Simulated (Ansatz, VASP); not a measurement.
One calculation of Ti, two programs

```
CELL_PARAMETERS angstrom
0.00000 2.79132 2.79132
2.79132 0.00000 2.79132
2.79132 2.79132 0.00000
ATOMIC_POSITIONS crystal
Ti 0.12500 0.12500 0.12500
Ti 0.87500 0.87500 0.87500
```

Alike in both runs: task single point; functional BLYP; k mesh 11 × 11 × 11; occupations fermi-dirac, width 0.1 eV; no spin polarisation.

```csv
,VASP,Ansatz
version,VASP 6.6.1,Ansatz 0.2.0
potentials or method,"VASP PAW PBE potentials, release 64 (Ti_sv), cutoff 520 eV","plane waves (420 eV) with PAW, scalar-relativistic"
valence electrons in the cell,24,24
```

```csv
,VASP,Ansatz,Ansatz less VASP
pressure (GPa),4.4,4.4,-0.06
```

VASP's potentials were made for PBE, not for BLYP. The functional is the same, so the differences come from potentials, cutoffs and numerics.
